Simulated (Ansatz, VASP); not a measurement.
## MgO in VASP and in Ansatz

File INCAR:

```
SYSTEM = MgO
PREC = Accurate ; ENCUT = 600
EDIFF = 1E-6 ; ISMEAR = 0
SIGMA = 0.01 ; LREAL = .False.
LASPH = .True. ; NELM = 120
ALGO = Normal ; ISIF = 2
LWAVE = .False. ; LCHARG = .False.
GGA = PE ; NBANDS = 11
GGA_COMPAT = .False.
```

Contents of KPOINTS:

```
regular mesh
0
Gamma
  8 8 8
  0 0 0
```

POSCAR

```
MgO
1.0
    0.0000000000      2.1059355641      2.1420708143
    2.1059355641      0.0000000000      2.1420708143
    2.1059355641      2.1059355641      0.0000000000
Mg O
1 1
Direct
    0.0000000000      0.0000000000      0.0000000000
    0.5000000000      0.5000000000      0.5000000000
```

Input for Ansatz:

```yaml
crystal:
  lattice:
    - [0.0, 2.1059355641, 2.1420708143]
    - [2.1059355641, 0.0, 2.1420708143]
    - [2.1059355641, 2.1059355641, 0.0]
  atoms:
    - { symbol: Mg, position: [0.0, 0.0, 0.0] }
    - { symbol: O, position: [0.5, 0.5, 0.5] }
basis:
  ecutwfc: 420
kpoints:
  mp_grid: { grid: [8, 8, 8] }
  band_path:
    path:
      - [0.0, 0.0, 0.0]
      - [0.0, 0.0, 0.0]
      - [0.0, 0.0, 0.0]
      - [0.0, 0.0, 0.0]
      - [0.0, 0.0, 0.0]
      - [0.0, 0.0, 0.0]
      - [0.0, 0.0, 0.0]
      - [0.0, 0.0, 0.0]
      - [0.0, 0.0, 0.0]
      - [0.0, 0.0, 0.0]
      - [0.0, 0.0, 0.0]
      - [0.0, 0.0, 0.0]
      - [0.0, 0.0, 0.0]
      - [0.0, 0.0, 0.0]
      - [0.0, 0.0, 0.0]
      - [0.0, 0.0, 0.0]
      - [0.0, 0.0, 0.0]
      - [0.0, 0.0, 0.0]
      - [0.0, 0.0, 0.0]
      - [0.0, 0.0, 0.0]
      - [0.0, 0.0, 0.0]
      - [0.0, 0.0, 0.0]
      - [0.0, 0.0, 0.0]
      - [0.0, 0.0, 0.0]
      - [0.0, 0.0, 0.0]
      - [0.0, 0.0, 0.0]
      - [0.3, 0.3, 0.0]
      - [0.3166666667, 0.3166666667, 0.0]
      - [0.3333333333, 0.3333333333, 0.0]
      - [0.35, 0.35, 0.0]
      - [0.3666666667, 0.3666666667, 0.0]
      - [0.3833333333, 0.3833333333, 0.0]
      - [0.4, 0.4, 0.0]
      - [0.4166666667, 0.4166666667, 0.0]
      - [0.4333333333, 0.4333333333, 0.0]
      - [0.45, 0.45, 0.0]
      - [0.4666666667, 0.4666666667, 0.0]
      - [0.4833333333, 0.4833333333, 0.0]
      - [0.5, 0.5, 0.0]
      - [0.0, 0.3, 0.3]
      - [0.0, 0.3166666667, 0.3166666667]
      - [0.0, 0.3333333333, 0.3333333333]
      - [0.0, 0.35, 0.35]
      - [0.0, 0.3666666667, 0.3666666667]
      - [0.0, 0.3833333333, 0.3833333333]
      - [0.0, 0.4, 0.4]
      - [0.0, 0.4166666667, 0.4166666667]
      - [0.0, 0.4333333333, 0.4333333333]
      - [0.0, 0.45, 0.45]
      - [0.0, 0.4666666667, 0.4666666667]
      - [0.0, 0.4833333333, 0.4833333333]
      - [0.0, 0.5, 0.5]
      - [0.5, 0.5, 0.5]
      - [0.5, 0.5, 0.5]
      - [0.5, 0.5, 0.5]
      - [0.5, 0.5, 0.5]
      - [0.5, 0.5, 0.5]
      - [0.5, 0.5, 0.5]
      - [0.5, 0.5, 0.5]
      - [0.5, 0.5, 0.5]
      - [0.5, 0.5, 0.5]
      - [0.5, 0.5, 0.5]
      - [0.5, 0.5, 0.5]
      - [0.5, 0.5, 0.5]
      - [0.5, 0.5, 0.5]
      - [0.0, 0.0, 0.5]
      - [0.0, 0.0, 0.5]
      - [0.0, 0.0, 0.5]
      - [0.0, 0.0, 0.5]
      - [0.0, 0.0, 0.5]
      - [0.0, 0.0, 0.5]
      - [0.0, 0.0, 0.5]
      - [0.0, 0.0, 0.5]
      - [0.0, 0.0, 0.5]
      - [0.0, 0.0, 0.5]
      - [0.0, 0.0, 0.5]
      - [0.0, 0.0, 0.5]
      - [0.0, 0.0, 0.5]
      - [0.5, 0.5, 0.5]
      - [0.5, 0.5, 0.5]
      - [0.5, 0.5, 0.5]
      - [0.5, 0.5, 0.5]
      - [0.5, 0.5, 0.5]
      - [0.5, 0.5, 0.5]
      - [0.5, 0.5, 0.5]
      - [0.5, 0.5, 0.5]
      - [0.5, 0.5, 0.5]
      - [0.5, 0.5, 0.5]
      - [0.5, 0.5, 0.5]
      - [0.5, 0.5, 0.5]
      - [0.5, 0.5, 0.5]
      - [0.0, 0.0, 0.5]
      - [0.0, 0.0, 0.5]
      - [0.0, 0.0, 0.5]
      - [0.0, 0.0, 0.5]
      - [0.0, 0.0, 0.5]
      - [0.0, 0.0, 0.5]
      - [0.0, 0.0, 0.5]
      - [0.0, 0.0, 0.5]
      - [0.0, 0.0, 0.5]
      - [0.0, 0.0, 0.5]
      - [0.0, 0.0, 0.5]
      - [0.0, 0.0, 0.5]
      - [0.0, 0.0, 0.5]
    npoints: 1
hamiltonian:
  xc: pbe
  pseudopotentials: { kind: paw, azcp: { folder: soft_1 } }
scf:
  occupations: { method: fixed }
  n_extra_bands: 5
output:
  eigenvalues: true
```

Alike in both runs: task single point; functional PBE; k mesh 8 × 8 × 8; no spin polarisation.

|  | VASP | Ansatz |
| --- | --- | --- |
| version | VASP 6.6.1 | Ansatz 0.2.0 |
| potentials or method | VASP PAW PBE potentials, release 64 (Mg, O), cutoff 600 eV | scalar-relativistic, plane waves, PAW |
| occupations | gaussian, width 0.01 eV | fixed |
| valence electrons in the cell | 8 | 16 |

|  | VASP | Ansatz | Ansatz less VASP |
| --- | --- | --- | --- |
| gap on the k mesh at the Fermi level (eV) | 4.54 | 4.56 | +0.019 |
| least direct gap on the mesh (eV) | 4.54 | 4.56 | +0.019 |

VASP's potentials hold 8 valence electrons a cell and Ansatz's 16, so a difference there can come from the potentials and not from the codes.
